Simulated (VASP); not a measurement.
Set up this calculation in VASP 6.6.1, as the native input.

```
Task                   : single point
Functional             : PBE
Potentials or basis    : VASP PAW PBE potentials, release 64 (C, O)
Cutoff                 : 520 eV
k mesh                 : 6 × 6 × 6
Occupations            : gaussian, width 0.1 eV
Spin                   : no spin polarisation
Dipole correction      : no
Further INCAR settings : ALGO = Normal; EDIFF = 1e-06; NBANDS = 44
```

The structure of CO2 lies in POSCAR:

```
CO2
1.0
   -2.2193123075      4.0689901212      3.7508757432
    2.2193123075     -4.0689901212      3.7508757432
    2.2193123075      4.0689901212     -3.7508757432
C O
4 8
Direct
    0.9325742263      0.8452012914      0.0873729348
    0.7421716434      0.1547987086      0.5873729348
    0.0674257737      0.1547987086      0.9126270652
    0.2578283566      0.8452012914      0.4126270652
    0.1549241737      0.9049241737      0.2500000000
    0.8450758263      0.0950758263      0.7500000000
    0.7807658726      0.5000000000      0.7807658726
    0.2192341274      0.0000000000      0.7192341274
    0.2192341274      0.5000000000      0.2192341274
    0.7807658726      0.0000000000      0.2807658726
    0.0000000000      0.0000000000      0.0000000000
    0.5000000000      0.0000000000      0.5000000000
```

These files were run (other wordings do the same):

INCAR

```
SYSTEM = CO2
ALGO     = Normal         ! electronic algorithm
EDIFF    = 1E-6           ! SCF threshold, eV
ENCUT    = 520            ! plane-wave cutoff, eV
GGA      = PE             ! functional
ISIF     = 2              ! what is computed and relaxed
ISMEAR   = 0              ! smearing method
LASPH    = .True.         ! aspherical terms in the spheres
LCHARG   = .False.        ! write CHGCAR
LREAL    = .False.        ! projectors in reciprocal space
LWAVE    = .False.        ! write WAVECAR
NBANDS   = 44             ! bands
NELM     = 80             ! most SCF steps
PREC     = Accurate       ! precision mode
SIGMA    = 0.1            ! smearing width, eV
```

KPOINTS

```
k-points
0
Gamma
  6 6 6
  0 0 0
```

Potentials or basis: VASP PAW PBE potentials, release 64 (C, O).

Run with:

```console
$ cat potpaw_PBE.64/C/POTCAR potpaw_PBE.64/O/POTCAR > POTCAR
$ mpirun -np 1 vasp_std > vasp.out
```

Results of the run:

* Pressure: 0.8 GPa
* Largest force: 0.089 eV/Å
* Band gap on the k mesh: 4.30 eV (least direct gap 4.31 eV)

It took 2.7 min on 1 thread of Intel(R) Xeon(R) 6975P-C (Granite Rapids), on a shared host, peak memory 0.42 GiB.
